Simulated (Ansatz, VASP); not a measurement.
## WS2: VASP beside Ansatz

The input INCAR:

```
  PREC = Accurate
  ENCUT = 520
  EDIFF = 1E-6
  ISMEAR = 0
  SIGMA = 0.05
  LREAL = F
  LASPH = T
  NELM = 80
  ALGO = Normal
  ISIF = 2
  LWAVE = F
  LCHARG = F
  GGA = PS
  NBANDS = 35
```

The input KPOINTS:

```
regular mesh
0
Gamma
  12 12 2
```

Contents of POSCAR:

```
WS2
1.0
    3.2237101709      0.0000000000      0.0000000000
   -1.6118550854      2.7918149024      0.0000000000
    0.0000000000      0.0000000000     25.1433274776
W S
2 4
Direct
    0.3333333333      0.6666666667      0.6345659624
    0.6666666667      0.3333333333      0.3654340376
    0.3333333333      0.6666666667      0.2989660749
    0.6666666667      0.3333333333      0.5680485953
    0.3333333333      0.6666666667      0.4319514047
    0.6666666667      0.3333333333      0.7010339251
```

Input for Ansatz:

```yaml
crystal:
  lattice:
    - [3.2237101709, 0.0, 0.0]
    - [-1.6118550854, 2.7918149024, 0.0]
    - [0.0, 0.0, 25.1433274776]
  atoms:
    - { symbol: W, position: [0.3333333333, 0.6666666667, 0.6345659624] }
    - { symbol: W, position: [0.6666666667, 0.3333333333, 0.3654340376] }
    - { symbol: S, position: [0.3333333333, 0.6666666667, 0.2989660749] }
    - { symbol: S, position: [0.6666666667, 0.3333333333, 0.5680485953] }
    - { symbol: S, position: [0.3333333333, 0.6666666667, 0.4319514047] }
    - { symbol: S, position: [0.6666666667, 0.3333333333, 0.7010339251] }
basis:
  ecutwfc: 420
kpoints:
  mp_grid: { grid: [12, 12, 2] }
hamiltonian:
  xc: pbesol
  pseudopotentials: { kind: paw, azcp: { folder: soft_1 } }
scf:
  occupations: { method: gaussian, width: 0.05 }
output:
  forces: true
  stress: true
  eigenvalues: true
```

Alike in both runs: task single point; functional PBEsol; k mesh 12 × 12 × 2; occupations gaussian, width 0.05 eV; no spin polarisation.

|  | VASP | Ansatz |
| --- | --- | --- |
| version | VASP 6.6.1 | Ansatz 0.2.0 |
| potentials or method | VASP PAW PBE potentials, release 64 (W_sv, S), cutoff 520 eV | scalar-relativistic, plane waves, PAW |
| valence electrons in the cell | 52 | 52 |

|  | VASP | Ansatz | Ansatz less VASP |
| --- | --- | --- | --- |
| gap on the k mesh at the Fermi level (eV) | 1.46 | 1.46 | -0.001 |
| least direct gap on the mesh (eV) | 1.87 | 1.86 | -0.002 |
| rms of the force components (eV/Å) | 1.035 | 1.042 | +0.0071 |

VASP's potentials were made for PBE, not for PBEsol, and Ansatz warns of the same on its side. Atom by atom the forces differ by 0.007 eV/Å (rms over components).

Spin-orbit coupling is off throughout.
